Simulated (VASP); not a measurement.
Runs of VASP 6.6.1 on NaH6Os2. The structure is that of space group F-43m (No. 216), or close to it. The cells are those of the table. The cell was built from a structure type or drawn by symmetry, and may not be a known phase.

```tsv
task	cell	k mesh	cutoff (eV)	gap on the mesh (eV)	pressure (GPa)	relaxed volume (Å³/atom)	largest force (eV/Å)
relaxation of cell and atoms	relaxed from a = 4.916 Å, angles 60.0°, 9 atoms	10 × 10 × 10	600	none	0.0	9.34	-
single point	a = 4.912 Å, angles 60.0°, 9 atoms	10 × 10 × 10	520	none	0.3	-	0.03
relaxation of cell and atoms	relaxed from a = 4.999 Å, angles 60.0°, 9 atoms	4 × 4 × 4	600	none	0.1	(a)	0.02
single point	a = 4.916 Å, angles 60.0°, 9 atoms	4 × 4 × 4	520	none	0.1	-	0.03
single point	a = 4.999 Å, angles 60.0°, 9 atoms	4 × 4 × 4	520	none	-4.4	-	0.16
```

Alike in all rows: level PBE; potentials or basis VASP PAW PBE potentials, release 64 (Na_pv, H, Os); no spin polarisation; smearing gaussian 0.1 eV.

Q: Fill in the values left out.

A: (a) 9.33.

Caveats: some runs use coarse meshes; spin-orbit coupling is left out, which moves the levels of the heavy elements.

A k mesh can miss the band edges, and the runs leave out spin-orbit coupling on Os.

A gap of «none» marks levels without a gap at the run's occupations.
